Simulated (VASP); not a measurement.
Y3Zr2F:

```
Y Zr F
1.0
     2.86146    1.65207    4.60283
    -2.86146    1.65207    4.60283
     0.00000   -3.30413    4.60283
Y Zr F
3 2 1
Cartesian
  -1.4307 0.8260 2.3014
  1.4307 0.8260 2.3014
  0.0000 -1.6521 2.3014
  0.0000 0.0000 8.6845
  0.0000 0.0000 5.1240
  0.0000 0.0000 0.0000
```

The cell was generated, and may not be a known phase.

| Property | Result |
| --- | --- |
| Program | VASP 6.6.1 |
| Task | relaxation of cell and atoms |
| Functional | PBE |
| Potentials or basis | VASP PAW PBE potentials, release 64 (Y_sv, Zr_sv, F) |
| Cutoff | 600 eV |
| k mesh | 6 × 6 × 6 |
| Occupations | gaussian, width 0.1 eV |
| Spin | no spin polarisation |

At the start: pressure 9.1 GPa; volume 21.76 Å³/atom.

Q: How do energy, volume and symmetry change on relaxing?

A: Over 10 steps the energy falls by 630.6 meV/atom and the volume is 24.58 Å³/atom (+13.0 %); space group R-3m (No. 166, to 0.1 Å) before and after.

Step by step:
| step | energy change (eV) | largest force (eV/Å) | pressure (GPa) | volume (Å³) |
| --- | --- | --- | --- | --- |
| 1 | 0.0000 | 0.4891 | 9.14 | 130.55 |
| 2 | -1.6116 | 1.0812 | -1.53 | 154.73 |
| 3 | -1.8797 | 1.1395 | -5.04 | 167.58 |
| 4 | -3.3674 | 1.1379 | -4.78 | 161.95 |
| 5 | -3.5466 | 0.8860 | -4.27 | 159.56 |
| 6 | -3.5609 | 0.7761 | -4.06 | 158.87 |
| 7 | -3.7394 | 0.0596 | 2.16 | 142.37 |
| 8 | -3.7629 | 0.2825 | 0.40 | 146.31 |
| 9 | -3.7792 | 0.1337 | 0.22 | 146.96 |
| 10 | -3.7833 | 0.0088 | 0.09 | 147.49 |

Final structure:
```xyz
6
Lattice="3.4090 1.9682 3.6637 -3.4090 1.9682 3.6637 0.0000 -3.9364 3.6637" Properties=species:S:1:pos:R:3 pbc="T T T"
Y    -1.7045    0.9841    1.8319
Y     1.7045    0.9841    1.8319
Y     0.0000   -1.9682    1.8319
Zr    0.0000    0.0000    6.7397
Zr    0.0000    0.0000    4.2515
F     0.0000    0.0000    0.0000
```
